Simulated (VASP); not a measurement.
A run of VASP 6.6.1:

The input INCAR:

```
ALGO     = Normal         # electronic algorithm
EDIFF    = 1E-6           # SCF threshold, eV
ENCUT    = 520            # plane-wave cutoff, eV
GGA      = PE             # functional
ISIF     = 2              # what is computed and relaxed
ISMEAR   = 0              # smearing method
LASPH    = True           # aspherical terms in the spheres
LCHARG   = False          # write CHGCAR
LREAL    = False          # projectors in reciprocal space
LWAVE    = False          # write WAVECAR
NBANDS   = 33             # bands
NELM     = 80             # most SCF steps
PREC     = Accurate       # precision mode
SIGMA    = 0.1            # smearing width, eV
```

Contents of KPOINTS:

```
k-points
0
Gamma
  6 6 4
```

Contents of POSCAR:

```
Zr3F2
1.0
    4.8073194500      0.0000000000      0.0000000000
   -2.4036597300      4.1632607700      0.0000000000
    0.0000000000      0.0000000000      4.0677291500
Zr F
3 2
Direct
    0.5000000000      0.0000000000      0.0000000000
    0.0000000000      0.5000000000      0.0000000000
    0.5000000000      0.5000000000      0.0000000000
    0.0000000000      0.0000000000      0.5000000000
    0.0000000000      0.0000000000      0.0000000000
```

Potentials or basis: VASP PAW PBE potentials, release 64 (Zr_sv, F).

The run is started by

```bash
$ cat potpaw_PBE.64/Zr_sv/POTCAR potpaw_PBE.64/F/POTCAR > POTCAR
$ mpirun -np 1 vasp_std > vasp.out
```

Hardware: 1 thread of AMD EPYC 7R43 64-Core Processor (Zen 3) (shared host).

Question: How long does it take, and how much memory?

Answer: It took 54 s on 1 thread of AMD EPYC 7R43 64-Core Processor (Zen 3), on a shared host, peak memory 0.16 GiB. Counts: scf iterations 14, k points 21.
